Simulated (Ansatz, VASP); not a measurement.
# RbBr in VASP and in Ansatz

File INCAR:

```
SYSTEM = RbBr
PREC = Accurate
ENCUT = 520
EDIFF = 1E-7
ISMEAR = -1
SIGMA = 0.02
LREAL = .False.
LASPH = .True.
NELM = 100
ALGO = Normal
ISIF = 2
LWAVE = .False.
LCHARG = .False.
GGA = PE
NBANDS = 15
```

Contents of KPOINTS:

```
Automatic mesh
0
Gamma
  6 6 6
  0 0 0
```

Contents of POSCAR:

```
RbBr
1.0
    0.0000000000      3.3811767539      3.3811767539
    3.3811767539      0.0000000000      3.3811767539
    3.3811767539      3.3811767539      0.0000000000
Rb Br
1 1
Direct
    0.0000000000      0.0000000000      0.0000000000
    0.5000000000      0.5000000000      0.5000000000
```

Input for Ansatz:

```yaml
crystal:
  lattice:
    - [0.0, 3.3811767539, 3.3811767539]
    - [3.3811767539, 0.0, 3.3811767539]
    - [3.3811767539, 3.3811767539, 0.0]
  atoms:
    - { symbol: Rb, position: [0.0, 0.0, 0.0] }
    - { symbol: Br, position: [0.5, 0.5, 0.5] }
kpoints:
  mp_grid: { grid: [6, 6, 6] }
scf:
  occupations: { method: fermi_dirac, width: 0.02 }
hamiltonian:
  xc: pbe
  pseudopotentials: { kind: all_electron, lapw: { basis_error: 0.001 } }
output:
  forces: true
  stress: true
  eigenvalues: true
```

Change from the starting cell: volume scaled by 0.96.

Alike in both runs: task single point; functional PBE; k mesh 6 × 6 × 6; occupations fermi-dirac, width 0.02 eV; no spin polarisation.

|  | VASP | Ansatz |
| --- | --- | --- |
| version | VASP 6.6.1 | Ansatz 0.2.0 |
| potentials or method | VASP PAW PBE potentials, release 64 (Rb_sv, Br), cutoff 520 eV | all-electron LAPW, scalar-relativistic |

Ansatz gave:

- gap on the k mesh at the Fermi level (eV): 4.47
- pressure (GPa): 1.7

Problem. Estimate VASP's values.

Solution. gap on the k mesh at the Fermi level (eV): 4.47; pressure (GPa): 1.8.

Ansatz ran all-electron here, and VASP with PAW potentials.
